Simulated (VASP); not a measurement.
Write the native input for VASP 6.6.1 that does the following.

```
Task                   : single point
Functional             : PBE
Dispersion             : D3(BJ)
Potentials or basis    : VASP PAW PBE potentials, release 64 (Mo_sv, S)
Cutoff                 : 520 eV
k mesh                 : 12 × 12 × 4
Occupations            : gaussian, width 0.02 eV
Spin                   : no spin polarisation
Dipole correction      : no
Further INCAR settings : ALGO = Normal; EDIFF = 1e-07; NBANDS = 35
```

The structure of MoS2 lies in POSCAR:

```
MoS2
1.0
    3.1492399692      0.0000000000      0.0000000000
   -1.5746199846      2.7273218159      0.0000000000
    0.0000000000      0.0000000000     12.0924767773
Mo S
2 4
Direct
    0.6666666667      0.3333333333      0.2500000000
    0.3333333333      0.6666666667      0.7500000000
    0.3333333333      0.6666666667      0.3794739857
    0.6666666667      0.3333333333      0.8794739857
    0.3333333333      0.6666666667      0.1205260143
    0.6666666667      0.3333333333      0.6205260143
```

The input as run:

INCAR

```
SYSTEM = MoS2
PREC     = Accurate       ! precision mode
ENCUT    = 520            ! plane-wave cutoff, eV
EDIFF    = 1E-7           ! SCF threshold, eV
ISMEAR   = 0              ! smearing method
SIGMA    = 0.02           ! smearing width, eV
LREAL    = .False.        ! projectors in reciprocal space
LASPH    = .True.         ! aspherical terms in the spheres
NELM     = 100            ! most SCF steps
ALGO     = Normal         ! electronic algorithm
ISIF     = 2              ! what is computed and relaxed
LWAVE    = .False.        ! write WAVECAR
LCHARG   = .False.        ! write CHGCAR
GGA      = PE             ! functional
IVDW     = 12             ! dispersion correction
NBANDS   = 35             ! bands
```

KPOINTS

```
Automatic mesh
0
Gamma
  12 12 4
  0 0 0
```

Potentials or basis: VASP PAW PBE potentials, release 64 (Mo_sv, S).

The run is started by

```console
$ cat potpaw_PBE.64/Mo_sv/POTCAR potpaw_PBE.64/S/POTCAR > POTCAR
$ mpirun -np 1 vasp_std > vasp.out
```

Results of the run:

The pressure is -0.1 GPa and the largest force is 0.009 eV/Å. The band gap on the k mesh is 0.80 eV (least direct gap 1.70 eV) and the dispersion energy per atom is -0.437 eV.

It took 3.2 min on 1 thread of AMD EPYC 7R13 Processor (Zen 3), with other jobs on the host, peak memory 0.29 GiB.
